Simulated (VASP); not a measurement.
# Al3Ga13As16 (P1) in VASP: notebook, part 2 of 2

VASP 6.6.1. The steps go on from the part before.

### Step 3. Single point, PBEsol

File INCAR:

```
SYSTEM = Al3Ga13As16
PREC = Accurate ; ENCUT = 500
EDIFF = 1E-6 ; ISMEAR = -1
SIGMA = 0.05 ; LREAL = Auto
LASPH = .TRUE. ; NELM = 120
ALGO = Normal ; ISIF = 2
LWAVE = .FALSE. ; LCHARG = .FALSE.
GGA = PS ; ISYM = -1
NBANDS = 296 ; GGA_COMPAT = .FALSE.
```

File KPOINTS:

```
explicit points
1
Reciprocal
  0.25000000   0.25000000   0.25000000 1
```

File POSCAR:

```
Al3Ga13As16
1.0
   11.3267924005      0.0000000000      0.0000000000
    0.0000000000     11.3267924005      0.0000000000
    0.0000000000      0.0000000000     11.3267924005
Ga Al As
26 6 32
Direct
    0.9999980000      0.9996630000      0.0006320000
    0.9994260000      0.9992510000      0.4999910000
    0.9999570000      0.5000920000      0.9997370000
    0.9996760000      0.5004610000      0.5002620000
    0.4998170000      0.0000280000      0.0003870000
    0.5003840000      0.9996630000      0.5000370000
    0.4994270000      0.5000150000      0.0000380000
    0.2501910000      0.2501110000      0.0002460000
    0.2497580000      0.7495600000      0.0004900000
    0.2498690000      0.7498750000      0.5002560000
    0.7494170000      0.2498090000      0.9999790000
    0.7496660000      0.2496330000      0.5005250000
    0.7497450000      0.7500640000      0.0002840000
    0.7499260000      0.7497270000      0.5005150000
    0.2501370000      0.9994300000      0.2502670000
    0.2495530000      0.5002320000      0.2500660000
    0.2493610000      0.4997030000      0.7505420000
    0.7495920000      0.9996150000      0.2504750000
    0.7496040000      0.9993840000      0.7505710000
    0.7495700000      0.5000740000      0.7502200000
    0.9997450000      0.7498140000      0.2504510000
    0.9996000000      0.7495390000      0.7503840000
    0.4997770000      0.2493930000      0.2501620000
    0.4997840000      0.2497660000      0.7507610000
    0.4994420000      0.7500010000      0.2501930000
    0.5000710000      0.7493650000      0.7503510000
    0.4991090000      0.4989100000      0.5002470000
    0.2491370000      0.2497380000      0.4999820000
    0.2496150000      0.9992010000      0.7499400000
    0.7491690000      0.4994460000      0.2495490000
    0.9992320000      0.2497770000      0.2496770000
    0.9990190000      0.2491440000      0.7498150000
    0.1253870000      0.1247930000      0.1252970000
    0.1245990000      0.1244420000      0.6251460000
    0.1244670000      0.6247960000      0.1251420000
    0.1247210000      0.6247910000      0.6253040000
    0.6247450000      0.1247120000      0.1252540000
    0.6248080000      0.1246390000      0.6255640000
    0.6243030000      0.6252340000      0.1250180000
    0.6243900000      0.6244330000      0.6248820000
    0.3746870000      0.3748360000      0.1253850000
    0.3742060000      0.3742760000      0.6257560000
    0.3747270000      0.8747220000      0.1251430000
    0.3754540000      0.8745590000      0.6251540000
    0.8747330000      0.3750730000      0.1244450000
    0.8744990000      0.3752900000      0.6250620000
    0.8748390000      0.8748060000      0.1254180000
    0.8746710000      0.8745410000      0.6252320000
    0.3749890000      0.1245590000      0.3752440000
    0.3745980000      0.1245410000      0.8751730000
    0.3745380000      0.6248600000      0.3750790000
    0.3742860000      0.6245950000      0.8750010000
    0.8745360000      0.1246710000      0.3754290000
    0.8743640000      0.1243460000      0.8757170000
    0.8743250000      0.6247030000      0.3748790000
    0.8744080000      0.6247760000      0.8750980000
    0.1242280000      0.3751690000      0.3748120000
    0.1242620000      0.3743960000      0.8750470000
    0.1247080000      0.8746280000      0.3750750000
    0.1245490000      0.8743950000      0.8755540000
    0.6248480000      0.3743500000      0.3753150000
    0.6246000000      0.3748410000      0.8751510000
    0.6249080000      0.8744330000      0.3751530000
    0.6244390000      0.8746400000      0.8752980000
```

Potentials or basis: VASP PAW PBE potentials, release 64 (Ga_d, Al, As).

Run with:

```sh
cat potpaw_PBE.64/Ga_d/POTCAR potpaw_PBE.64/Al/POTCAR potpaw_PBE.64/As/POTCAR > POTCAR
mpirun -np 1 vasp_std > vasp.out
```

Run time: 17 min. Hardware: 1 thread of Intel Xeon Platinum 8259CL at 2.50GHz (Skylake/Cascade Lake), shared host; peak memory 1.2 GiB.

The run converged. Its results:

```
Free energy            : -296.5869 eV
Pressure               : 0.2 GPa
Largest force          : 0.021 eV/Å
Band gap on the k mesh : 1.42 eV
```

Forces on the atoms (eV/Å):
```
Ga   0.007  0.002 -0.005
Ga   0.000  0.005  0.001
Ga   0.003  0.006  0.007
Ga   0.003  0.004 -0.006
Ga   0.004  0.000  0.001
Ga  -0.005  0.004  0.002
Ga   0.002 -0.001  0.002
Ga  -0.002  0.004  0.004
Ga  -0.002  0.005 -0.004
Ga   0.008 -0.001 -0.001
Ga   0.003  0.000  0.002
Ga   0.001  0.003  0.001
Ga   0.004  0.005 -0.005
Ga   0.005  0.005  0.001
Ga   0.001  0.013 -0.006
Ga   0.004  0.002 -0.004
Ga   0.010  0.005  0.007
Ga   0.005  0.005 -0.004
Ga   0.006  0.000 -0.005
Ga  -0.002  0.001 -0.001
Ga   0.005 -0.002 -0.002
Ga   0.001  0.008  0.003
Ga  -0.002  0.004 -0.003
Ga   0.012  0.002 -0.005
Ga   0.003  0.004  0.005
Ga  -0.003  0.006  0.003
Al  -0.001  0.007  0.000
Al  -0.002 -0.005 -0.005
Al  -0.010 -0.005  0.000
Al   0.009 -0.004 -0.001
Al   0.008  0.002 -0.012
Al  -0.004  0.009  0.002
As   0.014 -0.011  0.005
As  -0.002 -0.003 -0.002
As  -0.007 -0.005 -0.001
As  -0.007  0.000  0.001
As   0.000 -0.009  0.000
As  -0.007  0.005  0.010
As  -0.011  0.013 -0.007
As   0.007 -0.002 -0.004
As   0.002  0.001  0.006
As  -0.004 -0.008  0.007
As  -0.004 -0.004 -0.008
As   0.013 -0.012 -0.007
As   0.003  0.005 -0.010
As  -0.004  0.010  0.002
As  -0.007  0.000  0.016
As  -0.011 -0.007  0.008
As   0.008 -0.010  0.000
As   0.001 -0.004  0.004
As  -0.012  0.008 -0.004
As   0.001  0.002 -0.006
As  -0.007 -0.015  0.013
As  -0.002 -0.006  0.004
As  -0.003 -0.001  0.003
As  -0.003 -0.003 -0.001
As   0.000  0.008  0.004
As   0.007 -0.005 -0.006
As  -0.005 -0.005  0.001
As  -0.003 -0.005  0.008
As  -0.003 -0.018  0.005
As  -0.013 -0.004 -0.007
As  -0.001 -0.008  0.001
As  -0.005 -0.002 -0.002
```

Stress tensor (GPa, compression positive):
```
 0.15 -0.77 -0.76
-0.77  0.15 -0.76
-0.76 -0.76  0.16
```

Levels at points of the mesh, in eV from the valence-band top:
```tsv
k point	band 254	band 255	band 256	band 257	band 258	band 259	band 260	band 261	band 262	band 263
(0.25, 0.25, 0.25)	-0.47	-0.45	-0.45	0.00	0.00	1.42	1.83	1.84	1.87	1.91
```

Caveat: the PAW data sets were made with another functional, which shifts forces and pressure a little; a shifted mesh leaves out Γ, where band edges can lie. A k mesh can miss the band edges.
